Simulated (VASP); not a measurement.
Write the native input for VASP 6.6.1 that does the following.

```yaml
Task: single point
Functional: PBE
Potentials_or_basis: VASP PAW PBE potentials, release 64 (Cs_sv, S, I)
Cutoff: 520 eV
k_mesh: 4 × 4 × 4
Occupations: gaussian, width 0.1 eV
Spin: no spin polarisation
Dipole_correction: no
Further_INCAR_settings: ALGO = Normal; EDIFF = 1e-06; NBANDS = 28
```

The structure of Cs3SI lies in POSCAR:

```
Cs3SI
1.0
    6.8591278800      0.0000000000      0.0000000000
    0.0000000000      6.8591278800      0.0000000000
    0.0000000000      0.0000000000      6.8591278800
Cs S I
3 1 1
Direct
    0.5000000000      0.0000000000      0.0000000000
    0.0000000000      0.5000000000      0.0000000000
    0.0000000000      0.0000000000      0.5000000000
    0.0000000000      0.0000000000      0.0000000000
    0.5000000000      0.5000000000      0.5000000000
```

The input as run:

INCAR

```
  ALGO = Normal
  EDIFF = 1E-6
  ENCUT = 520
  GGA = PE
  ISIF = 2
  ISMEAR = 0
  LASPH = T
  LCHARG = F
  LREAL = F
  LWAVE = F
  NBANDS = 28
  NELM = 80
  PREC = Accurate
  SIGMA = 0.1
```

KPOINTS

```
k-points
0
Gamma
  4 4 4
```

Potentials or basis: VASP PAW PBE potentials, release 64 (Cs_sv, S, I).

Run with:

```bash
$ cat potpaw_PBE.64/Cs_sv/POTCAR potpaw_PBE.64/S/POTCAR potpaw_PBE.64/I/POTCAR > POTCAR
$ mpirun -np 1 vasp_std > vasp.out
```

Results of the run:

```json
{
 "Pressure": "-0.6 GPa",
 "Band gap on the k mesh": "1.07 eV"
}
```

Caveat: spin-orbit coupling is left out, which moves the levels of the heavy elements.

Run time: 3.8 min on 1 thread of Intel Xeon 8259CL (shared host), peak memory 0.43 GiB.
